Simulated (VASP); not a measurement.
# Si16Ge (a cell with a defect) in VASP: relaxation of the atoms with PBEsol

Aim: the relaxation of the atoms of Si16Ge (a cell with a defect) with PBEsol.

Everything below comes from runs of VASP 6.6.1. Logs are shortened: lines on timing, memory, paths and dates and some standing lists are left out, and cuts for length are marked.

## (1) The cell of the first run

The cell holds a defect, 17 atoms: a = 7.679 Å, b = 7.679 Å, c = 7.679 Å, α = 60.00°, β = 60.00°, γ = 60.00°.

## (2) Relaxation of the atoms, PBEsol

File INCAR:

```
SYSTEM = Si16Ge
PREC = Accurate
ENCUT = 520
EDIFF = 1E-6
ISMEAR = 0
SIGMA = 0.05
LREAL = Auto
LASPH = .TRUE.
NELM = 60
ALGO = Normal
ISIF = 2
LWAVE = .FALSE.
LCHARG = .FALSE.
GGA = PS
IBRION = 2
NSW = 80
EDIFFG = -0.03
```

File KPOINTS:

```
regular mesh
0
G
  2 2 2
  0 0 0
```

File POSCAR:

```
Si16Ge
1.0
    0.0000000000      5.4300000000      5.4300000000
    5.4300000000      0.0000000000      5.4300000000
    5.4300000000      5.4300000000      0.0000000000
Si Ge
16 1
Direct
    0.0000000000      0.0000000000      0.0000000000
    0.1250000000      0.1250000000      0.1250000000
    0.0000000000      0.0000000000      0.5000000000
    0.1250000000      0.1250000000      0.6250000000
    0.0000000000      0.5000000000      0.0000000000
    0.1250000000      0.6250000000      0.1250000000
    0.0000000000      0.5000000000      0.5000000000
    0.1250000000      0.6250000000      0.6250000000
    0.5000000000      0.0000000000      0.0000000000
    0.6250000000      0.1250000000      0.1250000000
    0.5000000000      0.0000000000      0.5000000000
    0.6250000000      0.1250000000      0.6250000000
    0.5000000000      0.5000000000      0.0000000000
    0.6250000000      0.6250000000      0.1250000000
    0.5000000000      0.5000000000      0.5000000000
    0.6250000000      0.6250000000      0.6250000000
    0.3820324500      0.8673547400      0.3808228400
```

Potentials or basis: VASP PAW PBE potentials, release 64 (Si, Ge_d).

Run with:

```bash
$ cat potpaw_PBE.64/Si/POTCAR potpaw_PBE.64/Ge_d/POTCAR > POTCAR
$ mpirun -np 1 vasp_std > vasp.out
```

OUTCAR:

```text
SYSTEM = Si16Ge
   PREC = Accurate
   ENCUT = 520
   EDIFF = 1E-6
   ISMEAR = 0
   LREAL = Auto
   LASPH = .TRUE.
   NELM = 60
   ISIF = 2
   GGA = PS
   IBRION = 2
   NSW = 80
   EDIFFG = -0.03

 ion  position               nearest neighbor table
   1  0.000  0.000  0.000-   2 2.35   4 2.35   6 2.35  10 2.35
   2  0.125  0.125  0.125-   1 2.35   3 2.35   5 2.35   9 2.35  17 2.78
   3  0.000  0.000  0.500-   2 2.35   4 2.35   8 2.35  12 2.35  17 2.40
   4  0.125  0.125  0.625-   1 2.35   3 2.35   7 2.35  11 2.35  17 2.73
   5  0.000  0.500  0.000-   2 2.35   6 2.35   8 2.35  14 2.35
   6  0.125  0.625  0.125-   1 2.35   5 2.35   7 2.35  13 2.35
   7  0.000  0.500  0.500-   4 2.35   6 2.35   8 2.35  16 2.35
   8  0.125  0.625  0.625-   3 2.35   5 2.35   7 2.35  15 2.35  17 2.71
   9  0.500  0.000  0.000-   2 2.35  10 2.35  12 2.35  14 2.35  17 2.39
  10  0.625  0.125  0.125-   1 2.35   9 2.35  11 2.35  13 2.35  17 2.72
  11  0.500  0.000  0.500-  17 2.32  10 2.35  12 2.35  16 2.35   4 2.35
  12  0.625  0.125  0.625-   3 2.35   9 2.35  11 2.35  15 2.35
  13  0.500  0.500  0.000-   6 2.35  10 2.35  14 2.35  16 2.35
  14  0.625  0.625  0.125-   5 2.35   9 2.35  13 2.35  15 2.35  17 2.71
  15  0.500  0.500  0.500-  17 2.30  12 2.35  14 2.35  16 2.35   8 2.35
  16  0.625  0.625  0.625-   7 2.35  11 2.35  13 2.35  15 2.35  17 2.65
  17  0.382  0.867  0.381-  15 2.30  11 2.32   9 2.39   3 2.40  16 2.65  14 2.71   8 2.71  10 2.72
                             4 2.73   2 2.78

  LATTYP: Found a face centered cubic cell.
 ALAT       =    10.8600000000

  Lattice vectors:

 A1 = (   0.0000000000,   5.4300000000,   5.4300000000)
 A2 = (   5.4300000000,   0.0000000000,   5.4300000000)
 A3 = (   5.4300000000,   5.4300000000,   0.0000000000)

Analysis of symmetry for initial positions (statically):
=====================================================================
 Subroutine PRICEL returns:
 Original cell was already a primitive cell.

 Routine SETGRP: Setting up the symmetry group for a
 face centered cubic supercell.

 Subroutine GETGRP returns: Found  1 space group operations
 (whereof  1 operations were pure point group operations)
 out of a pool of 48 trial point group operations.

The static configuration has the point symmetry C_1 .

Analysis of symmetry for dynamics (positions and initial velocities):
=====================================================================
 Subroutine PRICEL returns:
 Original cell was already a primitive cell.

 Routine SETGRP: Setting up the symmetry group for a
 face centered cubic supercell.

 Subroutine GETGRP returns: Found  1 space group operations
 (whereof  1 operations were pure point group operations)
 out of a pool of 48 trial point group operations.

The dynamic configuration has the point symmetry C_1 .

 Subroutine INISYM returns: Found  1 space group operations
 (whereof  1 operations are pure point group operations),
 and found     1 'primitive' translations

----------------------------------------------------------------------------------------

                                     Primitive cell

  volume of cell :     320.2060

  direct lattice vectors                    reciprocal lattice vectors
     0.000000000  5.430000000  5.430000000    -0.092081031  0.092081031  0.092081031
     5.430000000  0.000000000  5.430000000     0.092081031 -0.092081031  0.092081031
     5.430000000  5.430000000  0.000000000     0.092081031  0.092081031 -0.092081031

  length of vectors
     7.679179644  7.679179644  7.679179644     0.159489025  0.159489025  0.159489025

  position of ions in fractional coordinates (direct lattice)
     0.000000000  0.000000000  0.000000000
     0.125000000  0.125000000  0.125000000
     0.000000000  0.000000000  0.500000000
     0.125000000  0.125000000  0.625000000
     0.000000000  0.500000000  0.000000000
     0.125000000  0.625000000  0.125000000
[... 9 lines left out ...]
     0.625000000  0.625000000  0.625000000
     0.382032450  0.867354740  0.380822840

  ion indices of the primitive-cell ions
   primitive index   ion index
                 1           1
                 2           2
                 3           3
                 4           4
                 5           5
                 6           6
[... 9 lines left out ...]
                16          16
                17          17

----------------------------------------------------------------------------------------

 KPOINTS: regular mesh

Automatic generation of k-mesh.
 Grid dimensions read from file:
 generate k-points for:    2    2    2

 Generating k-lattice:

  Cartesian coordinates                     Fractional coordinates (reciprocal lattice)
    -0.046040516  0.046040516  0.046040516     0.500000000  0.000000000  0.000000000
     0.046040516 -0.046040516  0.046040516     0.000000000  0.500000000  0.000000000
     0.046040516  0.046040516 -0.046040516     0.000000000  0.000000000  0.500000000

  Length of vectors
     0.079744512  0.079744512  0.079744512

  Shift w.r.t. Gamma in fractional coordinates (k-lattice)
     0.000000000  0.000000000  0.000000000

 Subroutine IBZKPT returns following result:
 ===========================================

 Found      8 irreducible k-points:

 Following reciprocal coordinates:
            Coordinates               Weight
  0.000000  0.000000  0.000000      1.000000
  0.500000  0.000000  0.000000      1.000000
  0.000000  0.500000  0.000000      1.000000
  0.000000  0.000000  0.500000      1.000000
  0.500000  0.500000  0.500000      1.000000
  0.500000  0.500000  0.000000      1.000000
  0.000000  0.500000  0.500000      1.000000
  0.500000  0.000000  0.500000      1.000000
   k-points           NKPTS =      8   k-points in BZ     NKDIM =      8   number of bands    NBANDS=     48
   number of dos      NEDOS =    301   number of ions     NIONS =     17
   total plane-waves  NPLWV = 216000
   dimension x,y,z NGX =    60 NGY =   60 NGZ =   60
   dimension x,y,z NGXF=   120 NGYF=  120 NGZF=  120
   ions per type =              16   1
   NGX,Y,Z   is equivalent  to a cutoff of  12.99, 12.99, 12.99 a.u.
   NGXF,Y,Z  is equivalent  to a cutoff of  25.98, 25.98, 25.98 a.u.
 SYSTEM =  Si16Ge
   PREC   = accura    normal or accurate (medium, high low for compatibility)
   ISTART =      0    job   : 0-new  1-cont  2-samecut
   ICHARG =      2    charge: 1-file 2-atom 10-const
   ISPIN  =      1    spin polarized calculation?
   LNONCOLLINEAR =      F non collinear calculations
   LSORBIT =      F    spin-orbit coupling
   LASPH  =      T    aspherical Exc in radial PAW
   ENCUT  =  520.0 eV  38.22 Ry    6.18 a.u.  14.28 14.28 14.28*2*pi/ulx,y,z
   NELM   =     60;   NELMIN=  2; NELMDL= -5     # of ELM steps
   EDIFF  = 0.1E-05   stopping-criterion for ELM
   LREAL  =      T    real-space projection
   EDIFFG = -.3E-01   stopping-criterion for IOM
   NSW    =     80    number of steps for IOM
   IBRION =      2    ionic relax: 0-MD 1-quasi-New 2-CG
   NFREE  =      1    steps in history (QN), initial steepest desc. (CG)
   ISIF   =      2    stress and relaxation
   ISYM   =      2    0-nonsym 1-usesym 2-fastsym
   POTIM  = 0.5000    time-step for ionic-motion
   TEBEG  =    0.0;   TEEND  =   0.0 temperature during run
   PSTRESS=    0.0 pullay stress
   NELECT =      78.0000    total number of electrons
   NUPDOWN=      -1.0000    fix difference up-down
   EMIN   =  10.00;   EMAX   =-10.00  energy-range for DOS
   EFERMI =   0.00;   METHOD = LEGACY
   ISMEAR =     0;   SIGMA  =   0.05  broadening in eV -4-tet -1-fermi 0-gaus
   EFERMI_NEDOS =   21; number of points for ismear=-14 and -15
   IALGO  =     38    algorithm
   IMIX   =      4    mixing-type and parameters
     AMIX     =   0.40;   BMIX     =  1.00
     AMIX_MAG =   1.60;   BMIX_MAG =  1.00
  volume/ion in A,a.u.               =      18.84       127.11
  Fermi-wavevector in a.u.,A,eV,Ry     =   1.022421  1.932096 14.222785  1.045345
  Thomas-Fermi vector in A             =   2.156100
   LORBIT       =      0    0 simple, 1 ext, 2 COOP (PROOUT), +10 PAW based schemes
   GGA     = PS    functional components
   LHFCALC =     F    Hartree Fock is set to
   AEXX    =    0.0000 exact exchange contribution
   IVDW    =     0    specifies the selected vdW correction
   LEPSILON=     F    determine dielectric tensor
   LRPA    =     F    only Hartree local field effects (RPA)
 conjugate gradient relaxation of ions
 non-spin polarized calculation
 Gauss-broadening in eV      SIGMA  =   0.05
  energy-cutoff  :      520.00
  volume of cell :      320.21
 maximum number of plane-waves:      8646
 NGX is ok and might be reduce to    60
   NGX = 29   NGY = 29   NGZ = 29

--------------------------------------- Ionic step        1  -------------------------------------------

 number of electron      78.0000003 magnetization

 Free energy of the ion-electron system (eV)
  ---------------------------------------------------
  ext. energy  EPLUGINS =         0.00000000
  ---------------------------------------------------
  free energy    TOTEN  =       -92.44852772 eV

  energy without entropy =      -92.43887253  energy(sigma->0) =      -92.44370012

------------------------ aborting loop because EDIFF is reached ----------------------------------------

  FORCE on cell =-STRESS in cart. coord.  units (eV):
  Direction    XX          YY          ZZ          XY          YZ          ZX
  --------------------------------------------------------------------------------------
  -------------------------------------------------------------------------------------
  Total       11.4793923     11.5100886     11.4786796     -0.0628925     -0.1625472      1.1186972
  in kB       57.4380908     57.5916822     57.4345248     -0.3146880     -0.8133185      5.5974943
  external PRESSURE =      57.4880993 kB  Pullay stress =       0.0000000 kB

 VOLUME and BASIS-vectors are now :
 -----------------------------------------------------------------------------
  energy-cutoff  :      520.00
  volume of cell :      320.21
      direct lattice vectors                 reciprocal lattice vectors
     0.000000000  5.430000000  5.430000000    -0.092081031  0.092081031  0.092081031
     5.430000000  0.000000000  5.430000000     0.092081031 -0.092081031  0.092081031
     5.430000000  5.430000000  0.000000000     0.092081031  0.092081031 -0.092081031
[... 324 lines left out ...]
      6.78725      6.83781      6.78726        -0.001518      0.004272     -0.001484
      6.78444      4.09487      6.78668         0.003406     -0.035326     -0.000154
 -----------------------------------------------------------------------------------
    total drift:                                0.000407      0.003126     -0.000515

  FREE ENERGIE OF THE ION-ELECTRON SYSTEM (eV)
  ---------------------------------------------------
  free  energy   TOTEN  =       -92.7865900854 eV

  energy  without entropy=      -92.7784032141  energy(sigma->0) =      -92.78249665

--------------------------------------- Ionic step        8  -------------------------------------------

 number of electron      78.0000000 magnetization

 Free energy of the ion-electron system (eV)
  ---------------------------------------------------
  ext. energy  EPLUGINS =         0.00000000
  ---------------------------------------------------
  free energy    TOTEN  =       -92.78677865 eV

  energy without entropy =      -92.77857294  energy(sigma->0) =      -92.78267579

 E-fermi :   6.7947     XC(G=0):  -9.8840

 val. band max:        6.5646481753   @ k =   0.0000   0.0000   0.0000
 cond. band min:       6.7961538710   @ k =   0.0000   0.0000   0.0000
 fundamental gap:      0.2315056957
 Fermi energy:         6.7947435931

 k-point     1 :       0.0000    0.0000    0.0000
  band No.  band energies     occupation
      1     -18.2746      2.00000
      2     -18.2744      2.00000
      3     -18.2742      2.00000
      4     -18.2604      2.00000
      5     -18.2604      2.00000
      6      -6.6141      2.00000
[... 423 lines left out ...]
      2.75011      8.11017      5.39487         0.009765     -0.000197     -0.011909
      4.11980      4.07411      1.35878        -0.002960      0.005841      0.007511
      2.72252      0.00909      2.72274        -0.001758     -0.003940     -0.002793
      4.07268      1.35622      4.07253        -0.000261      0.002721     -0.000395
[... 9 lines left out ...]
      6.78716      6.83811      6.78717        -0.001021     -0.005287     -0.001325
      6.78467      4.09266      6.78668         0.004276     -0.025550      0.001080
 -----------------------------------------------------------------------------------
    total drift:                               -0.000847      0.003799      0.002431

  FREE ENERGIE OF THE ION-ELECTRON SYSTEM (eV)
  ---------------------------------------------------
  free  energy   TOTEN  =       -92.7867786467 eV

  energy  without entropy=      -92.7785729351  energy(sigma->0) =      -92.78267579

 reached required accuracy - stopping structural energy minimisation
```

Run time: 12 min. Hardware: 1 thread of Oxide Virtual Turin-like, shared host; peak memory 0.52 GiB.

Results:

| Quantity | Value |
| --- | --- |
| Free energy | -92.7868 eV |
| Energy gained by relaxing | 19.9 meV/atom |
| Ionic steps | 8 |
| Pressure after relaxing | 4.7 GPa |
| Largest force after relaxing | 0.026 eV/Å |
| Band gap on the k mesh | zero (bands 39 and 40 overlap by 0.31 eV) |

Forces on the atoms (eV/Å):
```
Si   0.002 -0.004  0.002
Si  -0.001  0.003  0.000
Si   0.010  0.000 -0.012
Si  -0.003  0.006  0.008
Si  -0.002 -0.004 -0.003
Si   0.000  0.003  0.000
Si   0.005  0.001 -0.005
Si  -0.008  0.007  0.002
Si  -0.012  0.001  0.010
Si   0.007  0.005 -0.003
Si  -0.008  0.007 -0.007
Si   0.002 -0.005  0.001
Si  -0.005  0.001  0.005
Si   0.002  0.006 -0.007
Si   0.008  0.005  0.009
Si  -0.001 -0.005 -0.001
Ge   0.004 -0.026  0.001
```

Step by step:
```
step  energy change (eV)  largest force (eV/Å)  pressure (GPa)
   1              0.0000                1.8550            5.75
   2             -0.3267                0.2606            4.77
   3             -0.3273                0.2887            4.74
   4             -0.3361                0.1314            4.71
   5             -0.3362                0.1115            4.72
   6             -0.3379                0.0529            4.72
   7             -0.3381                0.0355            4.73
   8             -0.3383                0.0259            4.73
```

Final structure:
```yaml
crystal:
  lattice:
    - [0.00000, 5.43000, 5.43000]
    - [5.43000, 0.00000, 5.43000]
    - [5.43000, 5.43000, 0.00000]
  atoms:
    - { symbol: Si, position: [0.00082, 0.99780, 0.00080] }
    - { symbol: Si, position: [0.12088, 0.12914, 0.12084] }
    - { symbol: Si, position: [0.99032, 0.00321, 0.50326] }
    - { symbol: Si, position: [0.12091, 0.12932, 0.62939] }
    - { symbol: Si, position: [0.00086, 0.50057, 0.00082] }
    - { symbol: Si, position: [0.12487, 0.62514, 0.12490] }
    - { symbol: Si, position: [0.00107, 0.50069, 0.49751] }
    - { symbol: Si, position: [0.12093, 0.62028, 0.62942] }
    - { symbol: Si, position: [0.50334, 0.00330, 0.99005] }
    - { symbol: Si, position: [0.62941, 0.12935, 0.12086] }
    - { symbol: Si, position: [0.50411, 0.00423, 0.50412] }
    - { symbol: Si, position: [0.62660, 0.12326, 0.62633] }
    - { symbol: Si, position: [0.49747, 0.50071, 0.00106] }
    - { symbol: Si, position: [0.62945, 0.62027, 0.12087] }
    - { symbol: Si, position: [0.50428, 0.48701, 0.50428] }
    - { symbol: Si, position: [0.62966, 0.62028, 0.62966] }
    - { symbol: Ge, position: [0.37704, 0.87281, 0.37667] }
```

Levels at points of the mesh, in eV from the Fermi level:
| k point | band 36 | band 37 | band 38 | band 39 | band 40 | band 41 | band 42 | band 43 |
| --- | --- | --- | --- | --- | --- | --- | --- | --- |
| (0.00, 0.00, 0.00) | -0.73 | -0.72 | -0.72 | -0.25 | -0.24 | -0.23 | 0.00 | 0.00 |
| (0.50, 0.00, 0.00) | -1.44 | -1.39 | -1.38 | -0.31 | 0.52 | 0.53 | 0.87 | 0.87 |
| (0.00, 0.50, 0.00) | -1.44 | -1.39 | -1.38 | -0.31 | 0.52 | 0.54 | 0.86 | 0.86 |
| (0.00, 0.00, 0.50) | -1.44 | -1.39 | -1.38 | -0.31 | 0.52 | 0.53 | 0.87 | 0.87 |
| (0.50, 0.50, 0.50) | -1.44 | -1.39 | -1.38 | -0.31 | 0.52 | 0.54 | 0.87 | 0.87 |
| (0.50, 0.50, 0.00) | -2.00 | -1.82 | -1.26 | 0.07 | 0.81 | 1.06 | 1.07 | 1.07 |
| (0.00, 0.50, 0.50) | -2.00 | -1.82 | -1.26 | 0.07 | 0.81 | 1.06 | 1.07 | 1.07 |
| (0.50, 0.00, 0.50) | -1.99 | -1.82 | -1.26 | 0.07 | 0.81 | 1.06 | 1.06 | 1.07 |

Caveat: the k points lie up to 0.50 Å⁻¹ apart; the PAW data sets were made with another functional, which shifts forces and pressure a little.

The gap in the log of VASP goes by the Fermi energy; the results here count the filled bands.